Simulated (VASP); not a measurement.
# Zn (Fm-3m) in VASP: a series of runs

The runs below take Zn through single point, with PBE.

All numbers are computed with VASP 6.6.1; they aren't measurements. Logs are shortened: lines on timing, memory, paths and dates and some standing lists are left out, and cuts for length are marked.

## Step 1: The cell of the first run

The structure is cubic, space group Fm-3m (No. 225). The conventional cell has a = 3.829 Å, b = 3.829 Å, c = 3.829 Å, α = 90.00°, β = 90.00°, γ = 90.00°. Zn (site symmetry m-3m) has 12 Zn at 2.71 Å within 3.6 Å.

This isn't the form of Zn at room conditions, which is hcp.

## Step 2: Single point, PBE (14.03 Å³/atom)

Contents of INCAR:

```
SYSTEM = Zn
  PREC = Accurate
  ENCUT = 500
  EDIFF = 1E-6
  ISMEAR = -1
  SIGMA = 0.1
  LREAL = .False.
  LASPH = .True.
  NELM = 120
  ALGO = Normal
  ISIF = 2
  LWAVE = .False.
  LCHARG = .False.
  GGA = PE
  NBANDS = 12
  GGA_COMPAT = .False.
```

Contents of KPOINTS:

```
regular mesh
0
Gamma
  17 17 17
  0 0 0
```

Contents of POSCAR:

```
Zn
1.0
    0.0000000000      1.9144015464      1.9144015464
    1.9144015464      0.0000000000      1.9144015464
    1.9144015464      1.9144015464      0.0000000000
Zn
1
Direct
    0.0000000000      0.0000000000      0.0000000000
```

Potentials or basis: VASP PAW PBE potentials, release 64 (Zn).

Command:

```bash
> cat potpaw_PBE.64/Zn/POTCAR > POTCAR
> mpirun -np 1 vasp_std > vasp.out
```

OUTCAR:

```text
SYSTEM = Zn
   PREC = Accurate
   ENCUT = 500
   EDIFF = 1E-6
   ISMEAR = -1
   LREAL = .False.
   LASPH = .True.
   NELM = 120
   ISIF = 2
   GGA = PE

 ion  position               nearest neighbor table
   1  0.000  0.000  0.000-

  LATTYP: Found a face centered cubic cell.
 ALAT       =     3.8288030928

  Lattice vectors:

 A1 = (   0.0000000000,   1.9144015464,   1.9144015464)
 A2 = (   1.9144015464,   0.0000000000,   1.9144015464)
 A3 = (   1.9144015464,   1.9144015464,   0.0000000000)

Analysis of symmetry for initial positions (statically):
=====================================================================
 Subroutine PRICEL returns:
 Original cell was already a primitive cell.

 Routine SETGRP: Setting up the symmetry group for a
 face centered cubic supercell.

 Subroutine GETGRP returns: Found 48 space group operations
 (whereof 48 operations were pure point group operations)
 out of a pool of 48 trial point group operations.

The static configuration has the point symmetry O_h .

Analysis of symmetry for dynamics (positions and initial velocities):
=====================================================================
 Subroutine PRICEL returns:
 Original cell was already a primitive cell.

 Routine SETGRP: Setting up the symmetry group for a
 face centered cubic supercell.

 Subroutine GETGRP returns: Found 48 space group operations
 (whereof 48 operations were pure point group operations)
 out of a pool of 48 trial point group operations.

The dynamic configuration has the point symmetry O_h .

 Subroutine INISYM returns: Found 48 space group operations
 (whereof 48 operations are pure point group operations),
 and found     1 'primitive' translations

----------------------------------------------------------------------------------------

                                     Primitive cell

  volume of cell :      14.0323

  direct lattice vectors                    reciprocal lattice vectors
     0.000000000  1.914401546  1.914401546    -0.261178226  0.261178226  0.261178226
     1.914401546  0.000000000  1.914401546     0.261178226 -0.261178226  0.261178226
     1.914401546  1.914401546  0.000000000     0.261178226  0.261178226 -0.261178226

  length of vectors
     2.707372631  2.707372631  2.707372631     0.452373957  0.452373957  0.452373957

  position of ions in fractional coordinates (direct lattice)
     0.000000000  0.000000000  0.000000000

  ion indices of the primitive-cell ions
   primitive index   ion index
                 1           1

----------------------------------------------------------------------------------------

 KPOINTS: regular mesh

Automatic generation of k-mesh.
 Grid dimensions read from file:
 generate k-points for:   17   17   17

 Generating k-lattice:

  Cartesian coordinates                     Fractional coordinates (reciprocal lattice)
    -0.015363425  0.015363425  0.015363425     0.058823529  0.000000000  0.000000000
     0.015363425 -0.015363425  0.015363425     0.000000000  0.058823529  0.000000000
     0.015363425  0.015363425 -0.015363425     0.000000000  0.000000000  0.058823529

  Length of vectors
     0.026610233  0.026610233  0.026610233

  Shift w.r.t. Gamma in fractional coordinates (k-lattice)
     0.000000000  0.000000000  0.000000000

 Subroutine IBZKPT returns following result:
 ===========================================

 Found    165 irreducible k-points:

 Following reciprocal coordinates:
            Coordinates               Weight
  0.000000  0.000000  0.000000      1.000000
  0.058824  0.000000  0.000000      8.000000
  0.117647  0.000000  0.000000      8.000000
  0.176471  0.000000  0.000000      8.000000
  0.235294  0.000000  0.000000      8.000000
  0.294118  0.000000  0.000000      8.000000
[... 16 lines left out ...]
 -0.176471  0.058824  0.000000     24.000000
 -0.117647  0.058824  0.000000     24.000000
 [... further k-points ...]
   k-points           NKPTS =    165   k-points in BZ     NKDIM =    165   number of bands    NBANDS=     12
   number of dos      NEDOS =    301   number of ions     NIONS =      1
   total plane-waves  NPLWV =   8000
   dimension x,y,z NGX =    20 NGY =   20 NGZ =   20
   dimension x,y,z NGXF=    40 NGYF=   40 NGZF=   40
   ions per type =               1
   NGX,Y,Z   is equivalent  to a cutoff of  12.28, 12.28, 12.28 a.u.
   NGXF,Y,Z  is equivalent  to a cutoff of  24.56, 24.56, 24.56 a.u.
 SYSTEM =  Zn
   PREC   = accura    normal or accurate (medium, high low for compatibility)
   ISTART =      0    job   : 0-new  1-cont  2-samecut
   ICHARG =      2    charge: 1-file 2-atom 10-const
   ISPIN  =      1    spin polarized calculation?
   LNONCOLLINEAR =      F non collinear calculations
   LSORBIT =      F    spin-orbit coupling
   LASPH  =      T    aspherical Exc in radial PAW
   ENCUT  =  500.0 eV  36.75 Ry    6.06 a.u.   4.94  4.94  4.94*2*pi/ulx,y,z
   NELM   =    120;   NELMIN=  2; NELMDL= -5     # of ELM steps
   EDIFF  = 0.1E-05   stopping-criterion for ELM
   LREAL  =      F    real-space projection
   EDIFFG = 0.1E-04   stopping-criterion for IOM
   NSW    =      0    number of steps for IOM
   IBRION =     -1    ionic relax: 0-MD 1-quasi-New 2-CG
   NFREE  =      0    steps in history (QN), initial steepest desc. (CG)
   ISIF   =      2    stress and relaxation
   ISYM   =      2    0-nonsym 1-usesym 2-fastsym
   POTIM  = 0.5000    time-step for ionic-motion
   TEBEG  =    0.0;   TEEND  =   0.0 temperature during run
   PSTRESS=    0.0 pullay stress
   NELECT =      12.0000    total number of electrons
   NUPDOWN=      -1.0000    fix difference up-down
   EMIN   =  10.00;   EMAX   =-10.00  energy-range for DOS
   EFERMI =   0.00;   METHOD = LEGACY
   ISMEAR =    -1;   SIGMA  =   0.10  broadening in eV -4-tet -1-fermi 0-gaus
   EFERMI_NEDOS =   21; number of points for ismear=-14 and -15
   IALGO  =     38    algorithm
   IMIX   =      4    mixing-type and parameters
     AMIX     =   0.40;   BMIX     =  1.00
     AMIX_MAG =   1.60;   BMIX_MAG =  1.00
  volume/ion in A,a.u.               =      14.03        94.69
  Fermi-wavevector in a.u.,A,eV,Ry     =   1.553909  2.936462 32.853073  2.414633
  Thomas-Fermi vector in A             =   2.658072
   LORBIT       =      0    0 simple, 1 ext, 2 COOP (PROOUT), +10 PAW based schemes
   GGA     = PE    functional components
   LHFCALC =     F    Hartree Fock is set to
   AEXX    =    0.0000 exact exchange contribution
   IVDW    =     0    specifies the selected vdW correction
   LEPSILON=     F    determine dielectric tensor
   LRPA    =     F    only Hartree local field effects (RPA)
 non-spin polarized calculation
  energy-cutoff  :      500.00
  volume of cell :       14.03
 maximum number of plane-waves:       367
   NGX =  9   NGY =  9   NGZ =  9

 number of electron      12.0000014 magnetization

 Free energy of the ion-electron system (eV)
  ---------------------------------------------------
  ext. energy  EPLUGINS =         0.00000000
  ---------------------------------------------------
  free energy    TOTEN  =        -1.06702517 eV

  energy without entropy =       -1.05696384  energy(sigma->0) =       -1.06199451

 E-fermi :   3.6862     XC(G=0): -11.9910

 val. band max:        3.6828784932   @ k =  -0.4118   0.1176   0.0000
 cond. band min:       3.7239349385   @ k =  -0.4118   0.2353   0.1176
 fundamental gap:      0.0410564453
 Fermi energy:         3.6862261604

 k-point     1 :       0.0000    0.0000    0.0000
  band No.  band energies     occupation
      1      -7.3357      2.00000
      2      -4.1773      2.00000
      3      -4.1773      2.00000
      4      -4.1773      2.00000
      5      -3.7376      2.00000
      6      -3.7376      2.00000
      7      23.0417      0.00000
      8      23.0417      0.00000
      9      23.0417      0.00000
     10      23.1456      0.00000
     11      25.7154      0.00000
     12      25.7154      0.00000

 k-point     2 :       0.0588    0.0000    0.0000
  band No.  band energies     occupation
      1      -7.2252      2.00000
      2      -4.1879      2.00000
      3      -4.1636      2.00000
      4      -4.1636      2.00000
      5      -3.7418      2.00000
      6      -3.7418      2.00000
      7      20.9093      0.00000
      8      22.6526      0.00000
      9      22.6526      0.00000
     10      23.0824      0.00000
     11      26.2943      0.00000
     12      26.2943      0.00000

 k-point     3 :       0.1176    0.0000    0.0000
  band No.  band energies     occupation
      1      -6.8993      2.00000
      2      -4.2121      2.00000
      3      -4.1287      2.00000
      4      -4.1287      2.00000
      5      -3.7487      2.00000
      6      -3.7487      2.00000
      7      17.8793      0.00000
      8      21.9442      0.00000
      9      21.9442      0.00000
     10      22.9760      0.00000
     11      27.5690      0.00000
     12      27.5690      0.00000
[... 286 lines left out ...]
 k-point    23 :      -0.1765    0.0588    0.0000
  band No.  band energies     occupation
      1      -6.0866      2.00000
      2      -4.2474      2.00000
      3      -4.0677      2.00000
      4      -4.0659      2.00000
      5      -3.7873      2.00000
      6      -3.6573      2.00000
      7      14.0240      0.00000
      8      18.6105      0.00000
      9      22.6785      0.00000
     10      23.5190      0.00000
     11      26.5481      0.00000
     12      26.6790      0.00000

 k-point    24 :      -0.1176    0.0588    0.0000
  band No.  band energies     occupation
      1      -6.6513      2.00000
      2      -4.2417      2.00000
      3      -4.1041      2.00000
      4      -4.0927      2.00000
      5      -3.7881      2.00000
      6      -3.7098      2.00000
      7      16.9500      0.00000
      8      19.2264      0.00000
      9      23.2278      0.00000
     10      23.6401      0.00000
     11      26.7298      0.00000
     12      27.2237      0.00000

 [... further k-points ...]

------------------------ aborting loop because EDIFF is reached ----------------------------------------

  FORCE on cell =-STRESS in cart. coord.  units (eV):
  Direction    XX          YY          ZZ          XY          YZ          ZX
  --------------------------------------------------------------------------------------
  -------------------------------------------------------------------------------------
  Total        0.6316189      0.6316189      0.6316189      0.0000000      0.0000000     -0.0000000
  in kB       72.1168255     72.1168255     72.1168255      0.0000000      0.0000000     -0.0000000
  external PRESSURE =      72.1168255 kB  Pullay stress =       0.0000000 kB

 VOLUME and BASIS-vectors are now :
 -----------------------------------------------------------------------------
  energy-cutoff  :      500.00
  volume of cell :       14.03
      direct lattice vectors                 reciprocal lattice vectors
     0.000000000  1.914401546  1.914401546    -0.261178226  0.261178226  0.261178226
     1.914401546  0.000000000  1.914401546     0.261178226 -0.261178226  0.261178226
     1.914401546  1.914401546  0.000000000     0.261178226  0.261178226 -0.261178226

 POSITION                                       TOTAL-FORCE (eV/Angst)
 -----------------------------------------------------------------------------------
      0.00000      0.00000      0.00000         0.000000     -0.000000      0.000000
 -----------------------------------------------------------------------------------
    total drift:                                0.000000      0.000000      0.000000

  FREE ENERGIE OF THE ION-ELECTRON SYSTEM (eV)
  ---------------------------------------------------
  free  energy   TOTEN  =        -1.0670251725 eV

  energy  without entropy=       -1.0569638387  energy(sigma->0) =       -1.06199451
```

Run time: 14 s. Hardware: 1 thread of Intel Xeon Platinum 8259CL at 2.50GHz (Skylake/Cascade Lake), shared host; peak memory 0.14 GiB.

What came out:

```yaml
Free_energy: -1.0670 eV
Pressure: 7.2 GPa
Band_gap_on_the_k_mesh: zero (bands 6 and 7 overlap by 2.47 eV)
```

Caveat: the cell stands under pressure.

## Step 3: Single point, PBE

This run uses another cell than the first one, of 15.17 Å³/atom.

Contents of INCAR:

```
SYSTEM = Zn
ALGO = Normal
EDIFF = 1E-6
ENCUT = 500
GGA = PE
GGA_COMPAT = .False.
ISIF = 2
ISMEAR = -1
LASPH = .True.
LCHARG = .False.
LREAL = .False.
LWAVE = .False.
NBANDS = 12
NELM = 120
PREC = Accurate
SIGMA = 0.1
```

Contents of KPOINTS:

```
k-points
0
Gamma
  17 17 17
  0 0 0
```

Contents of POSCAR:

```
Zn
1.0
    0.0000000000      1.9648035109      1.9648035109
    1.9648035109      0.0000000000      1.9648035109
    1.9648035109      1.9648035109      0.0000000000
Zn
1
Direct
    0.0000000000      0.0000000000      0.0000000000
```

Potentials or basis: VASP PAW PBE potentials, release 64 (Zn).

Command:

```bash
> cat potpaw_PBE.64/Zn/POTCAR > POTCAR
> mpirun -np 1 vasp_std > vasp.out
```

It took 14 s on 1 thread of Intel Xeon Platinum 8259CL at 2.50GHz (Skylake/Cascade Lake), shared host; peak memory 0.14 GiB.

The run converged. Its results:

- Free energy: -1.0917 eV
- Pressure: 0.4 GPa
- Band gap on the k mesh: zero (bands 6 and 7 overlap by 2.60 eV)

Levels at points of the mesh, in eV from the Fermi level:
| k point | band 3 | band 4 | band 5 | band 6 | band 7 | band 8 | band 9 | band 10 |
| --- | --- | --- | --- | --- | --- | --- | --- | --- |
| (0.00, 0.00, 0.00) | -7.61 | -7.61 | -7.23 | -7.23 | 18.28 | 18.28 | 18.28 | 18.90 |
